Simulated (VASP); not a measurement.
Here is a VASP 6.6.1 calculation.

POSCAR

```
Sb
1.0
    2.1706020527      1.2531976795      3.8710910875
   -2.1706020527      1.2531976795      3.8710910875
    0.0000000000     -2.5063953589      3.8710910875
Sb
2
Direct
    0.2313018333      0.2313018333      0.2313018333
    0.7686981667      0.7686981667      0.7686981667
```

Contents of INCAR.step1:

```
SYSTEM = Sb
PREC = Accurate ; ENCUT = 520
ISMEAR = 1 ; SIGMA = 0.01
LREAL = .False. ; LASPH = .True.
NELM = 80 ; NBANDS = 12
GGA = PE ; ALGO = Normal
EDIFF = 1E-4 ; LWAVE = .True.
LCHARG = .False.
```

File INCAR.step2:

```
SYSTEM = Sb
PREC = Accurate ; ENCUT = 520
EDIFF = 1E-6 ; ISMEAR = 1
SIGMA = 0.01 ; LREAL = .False.
LASPH = .True. ; NELM = 80
ALGO = Normal ; ISIF = 2
LWAVE = .False. ; LCHARG = .False.
METAGGA = R2SCAN ; LMIXTAU = .True.
NBANDS = 12 ; ISTART = 1
```

KPOINTS

```
regular mesh
0
Gamma
  9 9 9
  0 0 0
```

Potentials or basis: VASP PAW PBE potentials, release 64 (Sb).

Run with:

```console
$ cat potpaw_PBE.64/Sb/POTCAR > POTCAR
$ cp INCAR.step1 INCAR
$ mpirun -np 1 vasp_std > vasp.out
$ cp INCAR.step2 INCAR
$ mpirun -np 1 vasp_std > vasp.out
```

Estimate the pressure.

0.1 GPa.

What does it give for the largest force?

0.048 eV/Å.

Forces on the atoms (eV/Å):
```
Sb   0.000  0.000  0.048
Sb   0.000  0.000 -0.048
```

Caveat: the PAW data sets were made with another functional, which shifts forces and pressure a little.
